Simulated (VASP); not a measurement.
Ga3Sn3Au10, 16 atoms in the cell. The typed cell holds 16 atoms: a = 6.561 Å, b = 6.671 Å, c = 7.038 Å, α = 89.30°, β = 88.74°, γ = 86.65°. 

| Property | Result |
| --- | --- |
| Program | VASP 6.6.1 |
| Task | single point |
| Functional | PBEsol |
| Potentials or basis | VASP PAW PBE potentials, release 64 (Ga_d, Sn_d, Au) |
| Cutoff | 520 eV |
| k mesh | 2 × 2 × 2, shifted |
| Occupations | gaussian, width 0.1 eV |
| Spin | no spin polarisation |
| Dipole correction | no |
| Further INCAR settings | LREAL = Auto; ALGO = Fast; EDIFF = 1e-06; NBANDS = 110; ISYM = 0 |

Potentials or basis: VASP PAW PBE potentials, release 64 (Ga_d, Sn_d, Au).

The run is started by

```console
$ cat potpaw_PBE.64/Ga_d/POTCAR potpaw_PBE.64/Sn_d/POTCAR potpaw_PBE.64/Au/POTCAR > POTCAR
$ mpirun -np 1 vasp_std > vasp.out
```

Hardware: 1 thread of AMD EPYC 9R45 96-Core Processor (Zen 5) (shared host).

Q: How long does it take, and how much memory?

A: Wall time 2.2 min on 1 thread of AMD EPYC 9R45 96-Core Processor (Zen 5), with other jobs on the host, peak memory 0.37 GiB. Counts: scf iterations 18, k points 4.
